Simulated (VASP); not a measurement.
CuPd, 2 atoms in the cell. The structure is trigonal, space group R-3m (No. 166). The conventional cell has a = 2.709 Å, b = 2.709 Å, c = 12.657 Å, α = 90.00°, β = 90.00°, γ = 120.00°. Within 3.5 Å of Cu (site symmetry -3m) lie 6 Pd at 2.63 Å and 6 Cu at 2.71 Å. Within 3.5 Å of Pd (site symmetry -3m) lie 6 Cu at 2.63 Å and 6 Pd at 2.71 Å. 

| Quantity | Value |
| --- | --- |
| Program | VASP 6.6.1 |
| Task | single point |
| Functional | PBEsol |
| Potentials or basis | VASP PAW PBE potentials, release 64 (Cu, Pd) |
| Cutoff | 520 eV |
| k mesh | 14 × 14 × 14 |
| Occupations | methfessel-paxton, width 0.1 eV |
| Spin | no spin polarisation |
| Dipole correction | no |
| Further INCAR settings | ALGO = Normal; EDIFF = 1e-06; NBANDS = 18 |

Potentials or basis: VASP PAW PBE potentials, release 64 (Cu, Pd).

Launch:

```sh
$ cat potpaw_PBE.64/Cu/POTCAR potpaw_PBE.64/Pd/POTCAR > POTCAR
$ mpirun -np 1 vasp_std > vasp.out
```

Hardware: 1 thread of Intel(R) Xeon(R) 6975P-C (Granite Rapids), with other jobs on the host.

How long does it take, and how much memory?

Run time: 5.1 min on 1 thread of Intel(R) Xeon(R) 6975P-C (Granite Rapids) (shared host), peak memory 0.32 GiB. Counts: scf iterations 15, k points 288.
